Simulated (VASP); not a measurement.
Set up this calculation in VASP 6.6.1, as the native input.

```yaml
Task: single point
Functional: PBE
Potentials_or_basis: VASP PAW PBE potentials, release 64 (Bi_d, Se)
Cutoff: 520 eV
k_mesh: 14 × 14 × 14
Occupations: fermi-dirac, width 0.05 eV
Spin: no spin polarisation
Dipole_correction: no
Further_INCAR_settings: ALGO = Normal; EDIFF = 1e-06; NBANDS = 32
```

The structure of Bi2Se3 lies in POSCAR:

```
Bi2Se3
1.0
    1.9908184559      1.1493995714      9.2629758216
   -1.9908184559      1.1493995714      9.2629758216
    0.0000000000     -2.2987991429      9.2629758216
Bi Se
2 3
Direct
    0.5977040872      0.5977040872      0.5977040872
    0.4022959128      0.4022959128      0.4022959128
    0.7940592065      0.7940592065      0.7940592065
    0.2059407935      0.2059407935      0.2059407935
    0.0000000000      0.0000000000      0.0000000000
```

One way to write it, as run:

INCAR

```
SYSTEM = Bi2Se3
PREC = Accurate ; ENCUT = 520
EDIFF = 1E-6 ; ISMEAR = -1
SIGMA = 0.05 ; LREAL = .False.
LASPH = .True. ; NELM = 100
ALGO = Normal ; ISIF = 2
LWAVE = .False. ; LCHARG = .True.
GGA = PE ; LELF = .True.
LVHAR = .True. ; NBANDS = 32
```

KPOINTS

```
regular mesh
0
Gamma
  14 14 14
  0 0 0
```

Potentials or basis: VASP PAW PBE potentials, release 64 (Bi_d, Se).

Command:

```bash
$ cat potpaw_PBE.64/Bi_d/POTCAR potpaw_PBE.64/Se/POTCAR > POTCAR
$ mpirun -np 1 vasp_std > vasp.out
```

Results of the run:

```yaml
Pressure: 8.8 GPa
Largest_force: 0.006 eV/Å
Band_gap_on_the_k_mesh: 0.04 eV
```

Caveat: the cell stands under pressure; spin-orbit coupling is left out, which moves the levels of the heavy elements.

Run time: 2.4 h on 1 thread of Oxide Virtual Turin-like Processor, with other jobs on the host, peak memory 1.4 GiB.
